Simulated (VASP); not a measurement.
# Si12O24F (a cell with a defect) in VASP: further runs

The runs below take Si12O24F (a cell with a defect) through single point, with r2SCAN.

Program: VASP 6.6.1. These are calculated values, not measurements. Logs are shortened: lines on timing, memory, paths and dates and some standing lists are left out, and cuts for length are marked.

**1. The cell of the first run**

The cell holds a defect, 37 atoms: a = 7.308 Å, b = 7.308 Å, c = 9.833 Å, α = 70.34°, β = 70.34°, γ = 71.27°.

**2. Single point, r2SCAN**

POSCAR

```
Si12O24F
1.0
   -2.4582500000      4.2578140000      5.4070000000
    4.9165000000      0.0000000000      5.4070000000
    4.9165000000      8.5156280000      0.0000000000
Si O F
12 24 1
Direct
    0.9405290182      0.3889612722      0.0238082710
    0.5505012769      0.1006644343      0.9556094931
   -0.0081526771     -0.0132124052      0.2646916449
    0.9639713543      0.4013842958      0.5256913844
    0.5562254227      0.1091764638      0.4567293931
   -0.0407574002      0.0082513895      0.7489303701
    0.4131017996      0.9203796134      0.2945522484
    0.0782706680      0.5861297389      0.1935018831
    0.5245343388      0.5116187960      0.5197788523
    0.3885166388      0.9164761483      0.7916463021
    0.0995107671      0.5759519664      0.7004341503
    0.4993241825      0.5083603005      0.0062913158
    0.3148082765      0.5747180782      0.1403856431
    0.4567540603      0.3275006096      0.9722505689
    1.0006954794      0.5479969563      0.0726434713
    0.0249151192      0.1675487240      0.1169666003
    0.5045394844      0.9453708170      0.1186076611
    0.1781384594      0.9266571759      0.3364328002
    0.3380564040      0.5521560983      0.6591613338
    0.5013638183      0.3370101414      0.4654754899
    1.0438963465      0.5603168956      0.5592488917
    0.0635776257      0.1859725870      0.6160383351
    0.4865224020      0.9566878809      0.6131672385
    0.1557680060      0.9313884578      0.8324170341
    0.7925739998      0.0497968158      0.3858618915
    0.9677123790      0.8046486345      0.2197323186
    0.4456492463      0.0969642177      0.3421311264
    0.5256987242      0.7061289066      0.3794134281
    0.0323220677      0.4173574218      0.3480461626
    0.7227740271      0.4687919060      0.5724738831
    0.7890599051      0.0655297009      0.8990572027
    0.9853116333      0.7825169223      0.7369394639
    0.4299386452      0.0701641844      0.8583078332
    0.5131869976      0.6938442582      0.8617194430
    0.0343526598      0.4023900811      0.8484766789
    0.6999095176      0.4361224780      0.0633195176
    0.7748844098      0.0828686880      0.6560099046
```

INCAR.step1

```
SYSTEM = Si12O24F
PREC = Accurate
ENCUT = 520
ISMEAR = 0
SIGMA = 0.02
LREAL = Auto
LASPH = .TRUE.
NELM = 60
NBANDS = 124
NELECT = 200.0
GGA = PE
ALGO = Normal
EDIFF = 1E-4
LWAVE = .TRUE.
LCHARG = .FALSE.
```

INCAR.step2

```
SYSTEM = Si12O24F
PREC = Accurate
ENCUT = 520
EDIFF = 1E-6
ISMEAR = 0
SIGMA = 0.02
LREAL = Auto
LASPH = .TRUE.
NELM = 60
ALGO = Normal
ISIF = 2
LWAVE = .FALSE.
LCHARG = .FALSE.
METAGGA = R2SCAN
LMIXTAU = .TRUE.
NBANDS = 124
NELECT = 200.0
ISTART = 1
```

KPOINTS

```
Automatic mesh
0
G
  2 2 1
  0 0 0
```

Potentials or basis: VASP PAW PBE potentials, release 64 (Si, O, F).

Started as:

```console
cat potpaw_PBE.64/Si/POTCAR potpaw_PBE.64/O/POTCAR potpaw_PBE.64/F/POTCAR > POTCAR
cp INCAR.step1 INCAR
mpirun -np 1 vasp_std > vasp.out
cp INCAR.step2 INCAR
mpirun -np 1 vasp_std > vasp.out
```

OUTCAR:

```text
SYSTEM = Si12O24F
   PREC = Accurate
   ENCUT = 520
   EDIFF = 1E-6
   ISMEAR = 0
   LREAL = Auto
   LASPH = .TRUE.
   NELM = 60
   ISIF = 2
   METAGGA = R2SCAN
   NELECT = 200.0
   ISTART = 1

 ion  position               nearest neighbor table
   1  0.941  0.389  0.024-  16 1.61  35 1.61  36 1.61  15 1.62  11 2.99   8 3.09   3 3.10  12 3.11

   2  0.551  0.101  0.956-  31 1.60  33 1.61  14 1.62  17 1.62   6 3.01  12 3.07   7 3.08  10 3.10

   3  0.992  0.987  0.265-  25 1.59  16 1.61  26 1.61  18 1.61   7 3.06   8 3.06   1 3.10   5 3.12
[... 41 lines left out ...]
  35  0.034  0.402  0.848-   1 1.61  11 1.62
  36  0.700  0.436  0.063-  12 1.61   1 1.61
  37  0.775  0.083  0.656-   6 1.72

  LATTYP: Found a base centered monoclinic cell.
 ALAT       =    11.8791653377
 B/A-ratio  =     0.7168540554
 C/A-ratio  =     0.8277517736
 COS(beta)  =    -0.4138758868

  Lattice vectors:

 A1 = (   2.4582500000,  -4.2578140000,  -5.4070000000)
 A2 = (  -4.9165000000,   0.0000000000,  -5.4070000000)
 A3 = (   4.9165000000,   8.5156280000,   0.0000000000)

Analysis of symmetry for initial positions (statically):
=====================================================================
 Subroutine PRICEL returns:
 Original cell was already a primitive cell.

 Routine SETGRP: Setting up the symmetry group for a
 base centered monoclinic supercell.

 Subroutine GETGRP returns: Found  1 space group operations
 (whereof  1 operations were pure point group operations)
 out of a pool of  4 trial point group operations.

The static configuration has the point symmetry C_1 .

Analysis of symmetry for dynamics (positions and initial velocities):
=====================================================================
 Subroutine PRICEL returns:
 Original cell was already a primitive cell.

 Routine SETGRP: Setting up the symmetry group for a
 base centered monoclinic supercell.

 Subroutine GETGRP returns: Found  1 space group operations
 (whereof  1 operations were pure point group operations)
 out of a pool of  4 trial point group operations.

The dynamic configuration has the point symmetry C_1 .

 Subroutine INISYM returns: Found  1 space group operations
 (whereof  1 operations are pure point group operations),
[... 164 lines left out ...]
   EDIFF  = 0.1E-05   stopping-criterion for ELM
   LREAL  =      T    real-space projection
   EDIFFG = 0.1E-04   stopping-criterion for IOM
   NSW    =      0    number of steps for IOM
   IBRION =     -1    ionic relax: 0-MD 1-quasi-New 2-CG
   NFREE  =      0    steps in history (QN), initial steepest desc. (CG)
   ISIF   =      2    stress and relaxation
   ISYM   =      2    0-nonsym 1-usesym 2-fastsym
   POTIM  = 0.5000    time-step for ionic-motion
   TEBEG  =    0.0;   TEEND  =   0.0 temperature during run
   PSTRESS=    0.0 pullay stress
   NELECT =     200.0000    total number of electrons
   NUPDOWN=      -1.0000    fix difference up-down
   EMIN   =  10.00;   EMAX   =-10.00  energy-range for DOS
   EFERMI =   0.00;   METHOD = LEGACY
   ISMEAR =     0;   SIGMA  =   0.02  broadening in eV -4-tet -1-fermi 0-gaus
   EFERMI_NEDOS =   21; number of points for ismear=-14 and -15
   IALGO  =     38    algorithm
   IMIX   =      4    mixing-type and parameters
     AMIX     =   0.40;   BMIX     =  1.00
     AMIX_MAG =   1.60;   BMIX_MAG =  1.00
  volume/ion in A,a.u.               =      12.24        82.58
  Fermi-wavevector in a.u.,A,eV,Ry     =   1.246805  2.356119 21.150559  1.554522
  Thomas-Fermi vector in A             =   2.380966
   LORBIT       =      0    0 simple, 1 ext, 2 COOP (PROOUT), +10 PAW based schemes
   METAGGA = R2SCAN    functional components
   LHFCALC =     F    Hartree Fock is set to
   AEXX    =    0.0000 exact exchange contribution
   IVDW    =     0    specifies the selected vdW correction
   LEPSILON=     F    determine dielectric tensor
   LRPA    =     F    only Hartree local field effects (RPA)
 non-spin polarized calculation
 Gauss-broadening in eV      SIGMA  =   0.02
  energy-cutoff  :      520.00
  volume of cell :      452.75
 maximum number of plane-waves:     12232
   NGX = 27   NGY = 27   NGZ = 37

 number of electron     200.0000013 magnetization

 Free energy of the ion-electron system (eV)
  ---------------------------------------------------
  ext. energy  EPLUGINS =         0.00000000
  ---------------------------------------------------
  free energy    TOTEN  =      -358.52281729 eV

  energy without entropy =     -358.52281729  energy(sigma->0) =     -358.52281729

 E-fermi :   1.7603     XC(G=0):  -9.8909

 val. band max:        1.6060146927   @ k =   0.5000   0.5000   0.0000
 cond. band min:       7.4112250578   @ k =   0.0000   0.0000   0.0000
 fundamental gap:      5.8052103651
 Fermi energy:         1.7602968166

 k-point     1 :       0.0000    0.0000    0.0000
  band No.  band energies     occupation
      1     -20.9735      2.00000
      2     -19.7452      2.00000
      3     -19.3108      2.00000
      4     -19.1323      2.00000
      5     -19.0404      2.00000
      6     -18.8546      2.00000
[... 449 lines left out ...]
    111      11.2331      0.00000
    112      11.2933      0.00000
 [bands above 112 left out]

------------------------ aborting loop because EDIFF is reached ----------------------------------------

  FORCE on cell =-STRESS in cart. coord.  units (eV):
  Direction    XX          YY          ZZ          XY          YZ          ZX
  --------------------------------------------------------------------------------------
  -------------------------------------------------------------------------------------
  Total       18.3429870     10.0423213     15.0970247     -0.6819626     -3.4871327     -0.4781848
  in kB       64.9114858     35.5373962     53.4247941     -2.4133042    -12.3401365     -1.6921827
  external PRESSURE =      51.2912254 kB  Pullay stress =       0.0000000 kB

 VOLUME and BASIS-vectors are now :
 -----------------------------------------------------------------------------
  energy-cutoff  :      520.00
  volume of cell :      452.75
      direct lattice vectors                 reciprocal lattice vectors
    -2.458250000  4.257814000  5.407000000    -0.101698363  0.058715576  0.092472721
     4.916500000  0.000000000  5.407000000     0.101698363 -0.058715576  0.092472721
     4.916500000  8.515628000  0.000000000     0.050849181  0.088073363 -0.046236360

 POSITION                                       TOTAL-FORCE (eV/Angst)
 -----------------------------------------------------------------------------------
     -0.28267      4.20734      7.18855        -0.006566      0.008860     -0.006397
      3.83990     10.48155      3.52085         0.031034     -0.009069     -0.032721
      3.71469      6.47712     10.69848         0.015236      0.000971     -0.010618
      2.18828      8.58100      7.38248        -0.001322     -0.033359      0.010122
      1.41494      6.25764      3.59783         0.008383      0.007628      0.023972
      1.36463     10.46189      5.23124        -0.041456      0.158577      0.026220
[... 29 lines left out ...]
      0.73495      3.51929      6.14253        -0.003644     -0.006455      0.000486
      1.72784      8.88565      4.63787         0.020612     -0.117274     -0.042506
 -----------------------------------------------------------------------------------
    total drift:                               -0.003894      0.014449      0.011988

  FREE ENERGIE OF THE ION-ELECTRON SYSTEM (eV)
  ---------------------------------------------------
  free  energy   TOTEN  =      -358.5228172892 eV

  energy  without entropy=     -358.5228172892  energy(sigma->0) =     -358.52281729
```

OSZICAR.step1:

```text
N       E                     dE             d eps       ncg     rms          rms(c)
DAV:   1     0.131117133109E+04    0.13112E+04   -0.10779E+05  1008   0.151E+03
DAV:   2    -0.225663093158E+03   -0.15368E+04   -0.15082E+04  1192   0.349E+02
DAV:   3    -0.321828145075E+03   -0.96165E+02   -0.95811E+02  1184   0.943E+01
DAV:   4    -0.323238382341E+03   -0.14102E+01   -0.14062E+01  1200   0.122E+01
DAV:   5    -0.323267757417E+03   -0.29375E-01   -0.29342E-01  1200   0.167E+00    0.516E+01
DAV:   6    -0.283209631778E+03    0.40058E+02   -0.16968E+02  1096   0.360E+01    0.240E+01
DAV:   7    -0.283248658736E+03   -0.39027E-01   -0.46343E+00  1272   0.583E+00    0.891E+00
DAV:   8    -0.283229384522E+03    0.19274E-01   -0.30614E-01  1200   0.253E+00    0.346E+00
DAV:   9    -0.283267887682E+03   -0.38503E-01   -0.10743E-01  1200   0.147E+00    0.562E-01
DAV:  10    -0.283274759419E+03   -0.68717E-02   -0.21780E-02  1208   0.539E-01    0.385E-01
DAV:  11    -0.283275473443E+03   -0.71402E-03   -0.18565E-03  1200   0.178E-01    0.237E-01
DAV:  12    -0.283276208277E+03   -0.73483E-03   -0.15956E-03  1168   0.173E-01    0.371E-02
DAV:  13    -0.283276243302E+03   -0.35025E-04   -0.42464E-04  1032   0.102E-01
   1 F= -.28327624E+03 E0= -.28327624E+03  d E =-.261932E-33
```

Run time: 39 min. Hardware: 1 thread of Oxide Virtual Turin-like, shared host; peak memory 0.61 GiB.

What came out:

| Quantity | Value |
| --- | --- |
| Free energy | -358.5228 eV |
| Largest force | 0.166 eV/Å |

Forces in eV/Å, atoms in the order of the input:
```
Si  -0.007  0.009 -0.006
Si   0.031 -0.009 -0.033
Si   0.015  0.001 -0.011
Si  -0.001 -0.033  0.010
Si   0.008  0.008  0.024
Si  -0.041  0.159  0.026
Si  -0.027 -0.001 -0.005
Si   0.014 -0.040 -0.003
Si   0.008  0.004  0.007
Si  -0.034  0.008  0.037
Si   0.010  0.009  0.002
Si   0.000  0.026  0.011
O    0.002  0.001  0.003
O   -0.009  0.006 -0.004
O   -0.010  0.006 -0.005
O    0.006  0.009 -0.002
O    0.005 -0.012  0.007
O   -0.003  0.000  0.005
O    0.001 -0.003 -0.004
O    0.002  0.010  0.003
O   -0.002 -0.002  0.002
O   -0.017  0.030 -0.023
O    0.012  0.006 -0.004
O    0.017 -0.033 -0.044
O    0.003 -0.014 -0.009
O   -0.002  0.010 -0.001
O    0.005  0.001  0.008
O    0.009  0.009 -0.003
O    0.006  0.005 -0.012
O   -0.017  0.006  0.011
O   -0.012 -0.015  0.016
O    0.029 -0.013  0.023
O   -0.023  0.002  0.000
O    0.010 -0.012  0.006
O   -0.004 -0.013  0.009
O   -0.004 -0.006  0.000
F    0.021 -0.117 -0.043
```

Levels at points of the mesh, in eV from the Fermi level:
```tsv
k point	band 96	band 97	band 98	band 99	band 100	band 101	band 102	band 103	band 104	band 105
(0.00, 0.00, 0.00)	-1.04	-0.94	-0.82	-0.61	-0.31	5.65	8.08	8.22	8.73	8.87
(0.50, 0.00, 0.00)	-1.02	-0.87	-0.80	-0.58	-0.19	6.98	7.00	8.02	8.67	8.83
(0.00, 0.50, 0.00)	-1.05	-0.94	-0.84	-0.64	-0.23	6.89	7.14	8.05	8.66	8.78
(0.50, 0.50, 0.00)	-1.04	-0.99	-0.84	-0.63	-0.15	7.51	7.70	7.94	8.10	8.26
```

Caveat: the k points lie up to 0.70 Å⁻¹ apart; the cell carries a net charge on a neutralising background, which shifts energy and pressure; the cell is charged against a uniform background, so pressure and absolute levels hang on convention; the PAW data sets were made with another functional, which shifts forces and pressure a little.

**3. Single point, r2SCAN**

POSCAR

```
Si12O24F
1.0
   -2.4582500000      4.2578140000      5.4070000000
    4.9165000000      0.0000000000      5.4070000000
    4.9165000000      8.5156280000      0.0000000000
Si O F
12 24 1
Direct
    0.9398062619      0.3919986206      0.0310059036
    0.5610434963      0.0923663428      0.9517880709
   -0.0118186023     -0.0074508632      0.2672781632
    0.9608562418      0.4006464399      0.5306499816
    0.5536934222      0.1065741938      0.4548603339
   -0.0342168964      0.0139196890      0.7608854192
    0.4053558958      0.9189844038      0.2898092768
    0.0852832587      0.5822059220      0.2034661151
    0.5135545184      0.5135736488      0.5097123056
    0.4040070027      0.9071095129      0.7877852729
    0.0899008868      0.5971089154      0.6988739698
    0.5083914299      0.5045059253      0.0027948440
    0.3187385962      0.5779468116      0.1306396126
    0.4797563226      0.3233404039      0.9602959187
    0.9930548255      0.5414262176      0.0927230806
    0.0248787880      0.1628915097      0.1123840482
    0.4774942270      0.9520994479      0.1139618118
    0.1672486824      0.9405264240      0.3439139449
    0.3299854843      0.5717472695      0.6468571883
    0.4764026520      0.3300898577      0.4745621954
    1.0133027349      0.5691022956      0.5734284576
    0.0691121374      0.1919148647      0.6266214745
    0.5022098089      0.9443857154      0.6093523631
    0.1710617817      0.9159761321      0.8327869361
    0.7907117618      0.0722390428      0.3842084683
    0.9691560171      0.7971084548      0.2363866696
    0.4573408692      0.0833905900      0.3374559861
    0.5114124084      0.6950623465      0.3611690280
    0.0670015926      0.4071086349      0.3559461124
    0.7239654255      0.4817802745      0.5407733729
    0.8020150390      0.0271608441      0.9257728424
    0.9750329995      0.8147578272      0.7164484926
    0.4413553501      0.0648567824      0.8516886848
    0.5319360699      0.6862085574      0.8561528468
    0.0365060437      0.4293097507      0.8543092836
    0.7000173487      0.4349611977      0.0699715080
    0.7570349669      0.1370201469      0.6886577149
```

INCAR.step1

```
PREC = Accurate
ENCUT = 520
ISMEAR = 0
SIGMA = 0.02
LREAL = Auto
LASPH = True
NELM = 80
NBANDS = 124
NELECT = 200.0
GGA = PE
ALGO = Normal
EDIFF = 1E-4
LWAVE = True
LCHARG = False
```

INCAR.step2

```
PREC = Accurate
ENCUT = 520
EDIFF = 1E-6
ISMEAR = 0
SIGMA = 0.02
LREAL = Auto
LASPH = True
NELM = 80
ALGO = Normal
ISIF = 2
LWAVE = False
LCHARG = True
METAGGA = R2SCAN
LMIXTAU = True
LELF = True
LVHAR = True
NBANDS = 124
NELECT = 200.0
ISTART = 1
```

KPOINTS

```
regular mesh
0
Gamma
  2 2 1
```

Potentials or basis: VASP PAW PBE potentials, release 64 (Si, O, F).

Started as:

```console
cat potpaw_PBE.64/Si/POTCAR potpaw_PBE.64/O/POTCAR potpaw_PBE.64/F/POTCAR > POTCAR
cp INCAR.step1 INCAR
mpirun -np 1 vasp_std > vasp.out
cp INCAR.step2 INCAR
mpirun -np 1 vasp_std > vasp.out
```

It took 38 min on 1 thread of Oxide Virtual Turin-like, shared host; peak memory 0.62 GiB.

It converged, with:

```yaml
Free_energy: -358.1279 eV
Largest_force: 0.513 eV/Å
```

Forces in eV/Å, atoms in the order of the input:
```
Si  -0.039  0.058  0.038
Si   0.053 -0.075 -0.063
Si  -0.021  0.025 -0.052
Si   0.047 -0.169  0.151
Si   0.045 -0.004  0.112
Si   0.006  0.123 -0.030
Si   0.041  0.028 -0.026
Si  -0.050 -0.064  0.062
Si  -0.029  0.035  0.064
Si   0.048  0.051  0.026
Si   0.002 -0.027 -0.067
Si   0.018  0.011 -0.011
O    0.001 -0.012  0.000
O    0.073 -0.016  0.002
O    0.026 -0.064 -0.037
O    0.012  0.018  0.026
O   -0.071  0.054  0.076
O   -0.062  0.057  0.045
O   -0.005  0.099  0.060
O    0.035  0.025  0.065
O   -0.058  0.012  0.193
O    0.112  0.089 -0.156
O    0.064  0.025 -0.085
O    0.058 -0.108 -0.090
O    0.024 -0.008 -0.003
O   -0.020 -0.062  0.029
O    0.047  0.054  0.038
O    0.030  0.104  0.016
O   -0.019 -0.075 -0.036
O    0.011  0.206 -0.084
O    0.042  0.079  0.098
O   -0.084  0.078  0.018
O    0.042 -0.053 -0.179
O    0.055 -0.016  0.046
O   -0.035 -0.087 -0.012
O   -0.059 -0.074 -0.011
F   -0.339 -0.314 -0.223
```

Levels at points of the mesh, in eV from the Fermi level:
| k point | band 98 | band 99 | band 100 | band 101 | band 102 | band 103 |
| --- | --- | --- | --- | --- | --- | --- |
| (0.00, 0.00, 0.00) | -0.68 | -0.47 | -0.30 | 5.86 | 8.23 | 8.35 |
| (0.50, 0.00, 0.00) | -0.63 | -0.51 | -0.19 | 7.14 | 7.27 | 8.08 |
| (0.00, 0.50, 0.00) | -0.66 | -0.43 | -0.31 | 7.09 | 7.37 | 8.22 |
| (0.50, 0.50, 0.00) | -0.69 | -0.54 | -0.15 | 7.69 | 7.87 | 8.21 |

Caveat: the k points lie up to 0.70 Å⁻¹ apart; the cell carries a net charge on a neutralising background, which shifts energy and pressure; the cell is charged against a uniform background, so pressure and absolute levels hang on convention; the PAW data sets were made with another functional, which shifts forces and pressure a little.
